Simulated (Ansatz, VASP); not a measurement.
# One calculation of Zr, two programs

```
CELL_PARAMETERS angstrom
3.32896 0.00000 0.00000
-1.66448 2.88296 0.00000
0.00000 0.00000 5.30141
ATOMIC_POSITIONS crystal
Zr 0.33333 0.66667 0.25000
Zr 0.66667 0.33333 0.75000
```

Change from the starting cell: strain +0.030 along x and y, +0.030 along z, atoms carried along.

Alike in both runs: task single point; functional PBEsol; k mesh 18 × 18 × 10; occupations gaussian, width 0.15 eV; no spin polarisation.

|  | VASP | Ansatz |
| --- | --- | --- |
| version | VASP 6.6.1 | Ansatz 0.2.0 |
| potentials or method | VASP PAW PBE potentials, release 64 (Zr_sv), cutoff 520 eV | scalar-relativistic, plane waves, PAW |
| valence electrons in the cell | 24 | 24 |

```tsv
	VASP	Ansatz	Ansatz less VASP
gap on the k mesh at the Fermi level (eV)	none	none	-
pressure (GPa)	-10.0	-10.0	-0.04
```

VASP's potentials were made for PBE, not for PBEsol. A gap of «none» marks a metal or a gap that the smearing closes.
